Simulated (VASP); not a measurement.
Here is a VASP 6.6.1 calculation.

The input INCAR:

```
PREC = Accurate ; ENCUT = 520
EDIFF = 1E-6 ; ISMEAR = 0
SIGMA = 0.02 ; LREAL = False
LASPH = True ; NELM = 100
ALGO = Normal ; ISIF = 2
LWAVE = False ; LCHARG = False
GGA = PS ; NBANDS = 35
```

KPOINTS

```
regular mesh
0
Gamma
  12 12 2
```

Contents of POSCAR:

```
WS2
1.0
    3.0202403427      0.0000000000      0.0000000000
   -1.5101201714      2.6156048623      0.0000000000
    0.0000000000      0.0000000000     13.0095166618
W S
2 4
Direct
    0.3333333333      0.6666666667      0.2500000000
    0.6666666667      0.3333333333      0.7500000000
    0.3333333333      0.6666666667      0.6257636850
    0.6666666667      0.3333333333      0.1257636850
    0.3333333333      0.6666666667      0.8742363150
    0.6666666667      0.3333333333      0.3742363150
```

Potentials or basis: VASP PAW PBE potentials, release 64 (W_sv, S).

The run is started by

```console
$ cat potpaw_PBE.64/W_sv/POTCAR potpaw_PBE.64/S/POTCAR > POTCAR
$ mpirun -np 1 vasp_std > vasp.out
```

(1) What does it give for the largest force?

(2) What does it give for the pressure?

(3) What does it give for the band gap on the k mesh?

## Answers

(1) 0.019 eV/Å.

(2) 9.1 GPa.

(3) 1.27 eV, indirect (least direct gap 2.19 eV).

Caveat: the cell differs from its parent crystal (biaxial strain in the a-b plane: -4.0 %); the PAW data sets were made with another functional, which shifts forces and pressure a little; spin-orbit coupling is left out, which moves the levels of the heavy elements; this functional lacks dispersion, which binds the layers, so the pressure and a relaxed spacing across them are unreliable.
